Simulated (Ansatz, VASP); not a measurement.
**Two plane-wave programs on Cu**

```
CELL_PARAMETERS angstrom
-1.42115 1.44279 1.37608
1.42115 -1.44279 1.37608
1.42115 1.44279 -1.37608
ATOMIC_POSITIONS crystal
Cu 0.00000 0.00000 0.00000
```

Change from the starting cell: strain -0.0150 x Voigt [1, 0, 0, 0, 0, 0], atoms carried along.

Alike in both runs: task single point; functional PBEsol; k mesh 24 × 24 × 24; occupations gaussian, width 0.15 eV; no spin polarisation.

|  | VASP | Ansatz |
| --- | --- | --- |
| version | VASP 6.6.1 | Ansatz 0.2.0 |
| potentials or method | VASP PAW PBE potentials, release 64 (Cu), cutoff 520 eV | scalar-relativistic, plane waves, PAW |
| valence electrons in the cell | 11 | 19 |

Ansatz gave:

- gap on the k mesh at the Fermi level (eV): none
- pressure (GPa): 1.0
- traceless stress, the component that is largest in VASP (GPa): 0.25

**Question.** Which values does VASP return?

**Answer.** gap on the k mesh at the Fermi level (eV): none; pressure (GPa): 2.0; traceless stress, the component that is largest in VASP (GPa): 0.25.

VASP's potentials were made for PBE, not for PBEsol. A gap of «none» marks a metal or a gap that the smearing closes. VASP's potentials hold 11 valence electrons a cell and Ansatz's 19, so a difference there can come from the potentials and not from the codes.
